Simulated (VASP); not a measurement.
# Gd (Im-3m) in VASP: further runs

The runs below take Gd through single point, with PBE.

Everything below comes from runs of VASP 6.6.1. Logs are shortened: lines on timing, memory, paths and dates and some standing lists are left out, and cuts for length are marked.

**1. The cell of the first run**

The structure is cubic, space group Im-3m (No. 229). Conventional cell: a = 3.637 Å, b = 3.637 Å, c = 3.637 Å, α = 90.00°, β = 90.00°, γ = 90.00°. Within 4.1 Å of Gd (site symmetry m-3m) lie 14 Gd at 3.15 to 3.64 Å.

This isn't the form of Gd at room conditions, which is hcp.

**2. Single point, PBE, collinear spin, ferromagnetic start**

Contents of INCAR:

```
SYSTEM = Gd
PREC = Accurate ; ENCUT = 520
EDIFF = 1E-6 ; ISMEAR = -1
SIGMA = 0.08 ; LREAL = .FALSE.
LASPH = .TRUE. ; NELM = 150
ALGO = Normal ; ISIF = 2
LWAVE = .FALSE. ; LCHARG = .FALSE.
ISPIN = 2 ; MAGMOM = 7
LORBIT = 11 ; LMAXMIX = 6
GGA = PE ; NBANDS = 19
```

Contents of KPOINTS:

```
Automatic mesh
0
G
  15 15 15
  0 0 0
```

Contents of POSCAR:

```
Gd
1.0
   -1.8185102715      1.8185102715      1.8185102715
    1.8185102715     -1.8185102715      1.8185102715
    1.8185102715      1.8185102715     -1.8185102715
Gd
1
Direct
    0.0000000000      0.0000000000      0.0000000000
```

Potentials or basis: VASP PAW PBE potentials, release 64 (Gd).

Launch:

```
$ cat potpaw_PBE.64/Gd/POTCAR > POTCAR
$ mpirun -np 1 vasp_std > vasp.out
```

OUTCAR:

```text
SYSTEM = Gd
   PREC = Accurate
   ENCUT = 520
   EDIFF = 1E-6
   ISMEAR = -1
   LREAL = .FALSE.
   LASPH = .TRUE.
   NELM = 150
   ISIF = 2
   ISPIN = 2
   LORBIT = 11
   GGA = PE

 ion  position               nearest neighbor table
   1  0.000  0.000  0.000-

  LATTYP: Found a body centered cubic cell.
 ALAT       =     3.6370205430

  Lattice vectors:

 A1 = (  -1.8185102715,   1.8185102715,   1.8185102715)
 A2 = (   1.8185102715,  -1.8185102715,   1.8185102715)
 A3 = (   1.8185102715,   1.8185102715,  -1.8185102715)

Analysis of symmetry for initial positions (statically):
=====================================================================
 Subroutine PRICEL returns:
 Original cell was already a primitive cell.

 Routine SETGRP: Setting up the symmetry group for a
 body centered cubic supercell.

 Subroutine GETGRP returns: Found 48 space group operations
 (whereof 48 operations were pure point group operations)
 out of a pool of 48 trial point group operations.

The static configuration has the point symmetry O_h .

Analysis of symmetry for dynamics (positions and initial velocities):
=====================================================================
 Subroutine PRICEL returns:
 Original cell was already a primitive cell.

 Routine SETGRP: Setting up the symmetry group for a
 body centered cubic supercell.

 Subroutine GETGRP returns: Found 48 space group operations
 (whereof 48 operations were pure point group operations)
 out of a pool of 48 trial point group operations.

The dynamic configuration has the point symmetry O_h .

Analysis of structural, dynamic, and magnetic symmetry:
=====================================================================
 Subroutine PRICEL returns:
 Original cell was already a primitive cell.

 Routine SETGRP: Setting up the symmetry group for a
 body centered cubic supercell.

 Subroutine GETGRP returns: Found 48 space group operations
 (whereof 48 operations were pure point group operations)
 out of a pool of 48 trial point group operations.

The overall configuration has the point symmetry O_h .

 Subroutine INISYM returns: Found 48 space group operations
 (whereof 48 operations are pure point group operations),
 and found     1 'primitive' translations

----------------------------------------------------------------------------------------

                                     Primitive cell

  volume of cell :      24.0551

  direct lattice vectors                    reciprocal lattice vectors
    -1.818510272  1.818510272  1.818510272     0.000000000  0.274950330  0.274950330
     1.818510272 -1.818510272  1.818510272     0.274950330  0.000000000  0.274950330
     1.818510272  1.818510272 -1.818510272     0.274950330  0.274950330  0.000000000

  length of vectors
     3.149752184  3.149752184  3.149752184     0.388838486  0.388838486  0.388838486

  position of ions in fractional coordinates (direct lattice)
     0.000000000  0.000000000  0.000000000

  ion indices of the primitive-cell ions
   primitive index   ion index
                 1           1

----------------------------------------------------------------------------------------

 KPOINTS: Automatic mesh

Automatic generation of k-mesh.
 Grid dimensions read from file:
 generate k-points for:   15   15   15

 Generating k-lattice:

  Cartesian coordinates                     Fractional coordinates (reciprocal lattice)
     0.000000000  0.018330022  0.018330022     0.066666667  0.000000000  0.000000000
     0.018330022  0.000000000  0.018330022     0.000000000  0.066666667  0.000000000
     0.018330022  0.018330022  0.000000000     0.000000000  0.000000000  0.066666667

  Length of vectors
     0.025922566  0.025922566  0.025922566

  Shift w.r.t. Gamma in fractional coordinates (k-lattice)
     0.000000000  0.000000000  0.000000000

 Subroutine IBZKPT returns following result:
 ===========================================

 Found    120 irreducible k-points:

 Following reciprocal coordinates:
            Coordinates               Weight
  0.000000  0.000000  0.000000      1.000000
  0.066667  0.000000  0.000000     12.000000
  0.133333  0.000000  0.000000     12.000000
  0.200000  0.000000  0.000000     12.000000
  0.266667  0.000000  0.000000     12.000000
  0.333333  0.000000  0.000000     12.000000
[... 16 lines left out ...]
  0.333333  0.200000 -0.000000     48.000000
  0.400000  0.200000 -0.000000     24.000000
 [... further k-points ...]
   k-points           NKPTS =    120   k-points in BZ     NKDIM =    120   number of bands    NBANDS=     19
   number of dos      NEDOS =    301   number of ions     NIONS =      1
   total plane-waves  NPLWV =  13824
   dimension x,y,z NGX =    24 NGY =   24 NGZ =   24
   dimension x,y,z NGXF=    48 NGYF=   48 NGZF=   48
   ions per type =               1
   NGX,Y,Z   is equivalent  to a cutoff of  12.67, 12.67, 12.67 a.u.
   NGXF,Y,Z  is equivalent  to a cutoff of  25.33, 25.33, 25.33 a.u.
 SYSTEM =  Gd
   PREC   = accura    normal or accurate (medium, high low for compatibility)
   ISTART =      0    job   : 0-new  1-cont  2-samecut
   ICHARG =      2    charge: 1-file 2-atom 10-const
   ISPIN  =      2    spin polarized calculation?
   LNONCOLLINEAR =      F non collinear calculations
   LSORBIT =      F    spin-orbit coupling
   LASPH  =      T    aspherical Exc in radial PAW
   ENCUT  =  520.0 eV  38.22 Ry    6.18 a.u.   5.86  5.86  5.86*2*pi/ulx,y,z
   NELM   =    150;   NELMIN=  2; NELMDL= -5     # of ELM steps
   EDIFF  = 0.1E-05   stopping-criterion for ELM
   LREAL  =      F    real-space projection
   EDIFFG = 0.1E-04   stopping-criterion for IOM
   NSW    =      0    number of steps for IOM
   IBRION =     -1    ionic relax: 0-MD 1-quasi-New 2-CG
   NFREE  =      0    steps in history (QN), initial steepest desc. (CG)
   ISIF   =      2    stress and relaxation
   ISYM   =      2    0-nonsym 1-usesym 2-fastsym
   POTIM  = 0.5000    time-step for ionic-motion
   TEBEG  =    0.0;   TEEND  =   0.0 temperature during run
   PSTRESS=    0.0 pullay stress
   NELECT =      18.0000    total number of electrons
   NUPDOWN=      -1.0000    fix difference up-down
   EMIN   =  10.00;   EMAX   =-10.00  energy-range for DOS
   EFERMI =   0.00;   METHOD = LEGACY
   ISMEAR =    -1;   SIGMA  =   0.08  broadening in eV -4-tet -1-fermi 0-gaus
   EFERMI_NEDOS =   21; number of points for ismear=-14 and -15
   IALGO  =     38    algorithm
   IMIX   =      4    mixing-type and parameters
     AMIX     =   0.40;   BMIX     =  1.00
     AMIX_MAG =   1.60;   BMIX_MAG =  1.00
  volume/ion in A,a.u.               =      24.06       162.33
  Fermi-wavevector in a.u.,A,eV,Ry     =   1.486266  2.808636 30.055092  2.208987
  Thomas-Fermi vector in A             =   2.599574
   LORBIT       =     11    0 simple, 1 ext, 2 COOP (PROOUT), +10 PAW based schemes
   GGA     = PE    functional components
   LHFCALC =     F    Hartree Fock is set to
   AEXX    =    0.0000 exact exchange contribution
   IVDW    =     0    specifies the selected vdW correction
   LEPSILON=     F    determine dielectric tensor
   LRPA    =     F    only Hartree local field effects (RPA)
 spin polarized calculation
  energy-cutoff  :      520.00
  volume of cell :       24.06
 maximum number of plane-waves:       678
   NGX = 11   NGY = 11   NGZ = 11

 number of electron      18.0000004 magnetization       7.5474760

 Free energy of the ion-electron system (eV)
  ---------------------------------------------------
  ext. energy  EPLUGINS =         0.00000000
  ---------------------------------------------------
  free energy    TOTEN  =       -11.21680970 eV

  energy without entropy =      -11.18929162  energy(sigma->0) =      -11.20305066

 E-fermi :   4.6557     XC(G=0): -11.4911

 val. band max:        4.6552332957   @ k =   0.2000   0.0667   0.0667
 cond. band min:       4.6676308839   @ k =   0.2000   0.2000   0.2000
 fundamental gap:      0.0123975882
 Fermi energy:         4.6557339720

 spin component 1

 k-point     1 :       0.0000    0.0000    0.0000
  band No.  band energies     occupation
      1     -40.2496      1.00000
      2     -16.7493      1.00000
      3     -16.7493      1.00000
      4     -16.7493      1.00000
      5      -0.6724      1.00000
      6       0.1438      1.00000
[... 11 lines left out ...]
     18      16.6895      0.00000
     19      16.6895      0.00000

 k-point     2 :       0.0667    0.0000    0.0000
  band No.  band energies     occupation
      1     -40.2389      1.00000
      2     -16.8401      1.00000
      3     -16.7752      1.00000
      4     -16.7505      1.00000
      5      -0.4806      1.00000
      6       0.1473      1.00000
[... 476 lines left out ...]
 k-point    24 :       0.4000    0.2000   -0.0000
  band No.  band energies     occupation
      1     -39.9760      1.00000
      2     -18.3582      1.00000
      3     -17.6020      1.00000
      4     -16.9452      1.00000
      5       0.2108      1.00000
      6       0.2180      1.00000
[... 11 lines left out ...]
     18      15.1783      0.00000
     19      17.0002      0.00000

 [... further k-points ...]

 spin component 2

 k-point     1 :       0.0000    0.0000    0.0000
  band No.  band energies     occupation
      1     -37.0446      1.00000
      2     -14.2950      1.00000
      3     -14.2950      1.00000
      4     -14.2950      1.00000
      5       0.3739      1.00000
      6       5.3236      0.00024
[... 11 lines left out ...]
     18      17.8576      0.00000
     19      17.8576      0.00000

 k-point     2 :       0.0667    0.0000    0.0000
  band No.  band energies     occupation
      1     -37.0318      1.00000
      2     -14.4032      1.00000
      3     -14.3246      1.00000
      4     -14.2969      1.00000
      5       0.5791      1.00000
      6       5.2958      0.00034
[... 476 lines left out ...]
 k-point    24 :       0.4000    0.2000   -0.0000
  band No.  band energies     occupation
      1     -36.7143      1.00000
      2     -16.1615      1.00000
      3     -15.2823      1.00000
      4     -14.5281      1.00000
      5       3.6185      1.00000
      6       5.0071      0.01223
[... 11 lines left out ...]
     18      16.8444      0.00000
     19      18.2432      0.00000

 [... further k-points ...]

------------------------ aborting loop because EDIFF is reached ----------------------------------------

  FORCE on cell =-STRESS in cart. coord.  units (eV):
  Direction    XX          YY          ZZ          XY          YZ          ZX
  --------------------------------------------------------------------------------------
  -------------------------------------------------------------------------------------
  Total        2.7024103      2.7024103      2.7024103      0.0000000      0.0000000      0.0000000
  in kB      179.9925789    179.9925789    179.9925789      0.0000000      0.0000000      0.0000000
  external PRESSURE =     179.9925789 kB  Pullay stress =       0.0000000 kB

 VOLUME and BASIS-vectors are now :
 -----------------------------------------------------------------------------
  energy-cutoff  :      520.00
  volume of cell :       24.06
      direct lattice vectors                 reciprocal lattice vectors
    -1.818510272  1.818510272  1.818510272     0.000000000  0.274950330  0.274950330
     1.818510272 -1.818510272  1.818510272     0.274950330  0.000000000  0.274950330
     1.818510272  1.818510272 -1.818510272     0.274950330  0.274950330  0.000000000

 POSITION                                       TOTAL-FORCE (eV/Angst)
 -----------------------------------------------------------------------------------
      0.00000      0.00000      0.00000         0.000000      0.000000      0.000000
 -----------------------------------------------------------------------------------
    total drift:                                0.000000      0.000000      0.000000

  FREE ENERGIE OF THE ION-ELECTRON SYSTEM (eV)
  ---------------------------------------------------
  free  energy   TOTEN  =       -11.2168096960 eV

  energy  without entropy=      -11.1892916222  energy(sigma->0) =      -11.20305066

 total charge

# of ion       s       p       d       f       tot
--------------------------------------------------
    1        2.091   5.538   0.803   6.971  15.404

 magnetization (x)

# of ion       s       p       d       f       tot
--------------------------------------------------
    1        0.007  -0.051   0.268   6.793   7.017
```

Wall time 4.3 min (1 thread of Intel Xeon 8259CL, shared host); peak memory 0.23 GiB.

Results:

| Quantity | Value |
| --- | --- |
| Free energy | -11.2168 eV |
| Pressure | 18.0 GPa |
| Net moment | 7.55 μB per cell |
| Site moments | Gd +7.02 μB |
| Valence electrons inside the program's atomic spheres | Gd 15.40 |

Caveat: the cell stands under pressure; spin-orbit coupling is left out, which moves the levels of the heavy elements; semilocal functionals describe open f shells poorly, which spoils levels, moments and volumes. The state reached can hang on the start; a lower one may exist.

**3. Single point, PBE, collinear spin, ferromagnetic start**

Contents of INCAR:

```
ALGO = Normal
EDIFF = 1E-6
ENCUT = 520
GGA = PE
ISIF = 2
ISMEAR = -1
ISPIN = 2
LASPH = True
LCHARG = True
LELF = True
LMAXMIX = 6
LORBIT = 11
LREAL = False
LVHAR = True
LWAVE = False
MAGMOM = 7
NBANDS = 19
NELM = 150
PREC = Accurate
SIGMA = 0.08
```

Contents of KPOINTS:

```
k-points
0
Gamma
  15 15 15
```

Contents of POSCAR:

```
Gd
1.0
   -1.8185102716      1.8185102716      1.8185102716
    1.8185102716     -1.8185102716      1.8185102716
    1.8185102716      1.8185102716     -1.8185102716
Gd
1
Direct
    0.0000000000      0.0000000000      0.0000000000
```

Potentials or basis: VASP PAW PBE potentials, release 64 (Gd).

Launch:

```
$ cat potpaw_PBE.64/Gd/POTCAR > POTCAR
$ mpirun -np 1 vasp_std > vasp.out
```

Run time: 4.7 min. Hardware: 1 thread of Intel Xeon 8259CL, shared host; peak memory 0.23 GiB.

It converged, with:

- Free energy: -11.2168 eV
- Pressure: 18.0 GPa
- Net moment: 7.55 μB per cell
- Site moments: Gd +7.02 μB
- Valence electrons inside the program's atomic spheres: Gd 15.40

Levels at points of the mesh, in eV from the Fermi level:
Spin up:
| k point | band 11 | band 12 | band 13 | band 14 | band 15 | band 16 |
| --- | --- | --- | --- | --- | --- | --- |
| (0.00, 0.00, 0.00) | -4.22 | -4.14 | 1.52 | 1.52 | 1.52 | 4.58 |
Spin down:
| k point | band 1 | band 2 | band 3 | band 4 | band 5 | band 6 | band 7 | band 8 | band 9 | band 10 |
| --- | --- | --- | --- | --- | --- | --- | --- | --- | --- | --- |
| (0.00, 0.00, 0.00) | -41.70 | -18.95 | -18.95 | -18.95 | -4.28 | 0.67 | 0.67 | 0.67 | 1.26 | 1.26 |

Caveat: the cell stands under pressure; spin-orbit coupling is left out, which moves the levels of the heavy elements; semilocal functionals describe open f shells poorly, which spoils levels, moments and volumes.
